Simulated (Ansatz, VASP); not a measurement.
## One calculation of WS2, two programs

```
S W
1.0
     3.09600    0.00000    0.00000
    -1.54800    2.68121    0.00000
     0.00000    0.00000   32.29109
S W
2 1
Cartesian
  0.0000 1.7875 14.6927
  0.0000 1.7875 17.5987
  1.5480 0.8937 16.1457
```

Alike in both runs: task single point; functional PBE; dispersion D3(BJ); k mesh 12 × 12 × 1; occupations gaussian, width 0.02 eV; no spin polarisation.

```csv
,VASP,Ansatz
version,VASP 6.6.1,Ansatz 0.2.0
potentials or method,"VASP PAW PBE potentials, release 64 (S, W_sv), cutoff 520 eV","scalar-relativistic, plane waves, PAW"
valence electrons in the cell,26,26
```

|  | VASP | Ansatz | Ansatz less VASP |
| --- | --- | --- | --- |
| gap on the k mesh at the Fermi level (eV) | 1.45 | 1.43 | -0.019 |
| least direct gap on the mesh (eV) | 1.79 | 1.78 | -0.004 |
| rms of the force components (eV/Å) | 1.688 | 1.689 | +0.0018 |

Neither program's run includes spin-orbit coupling.
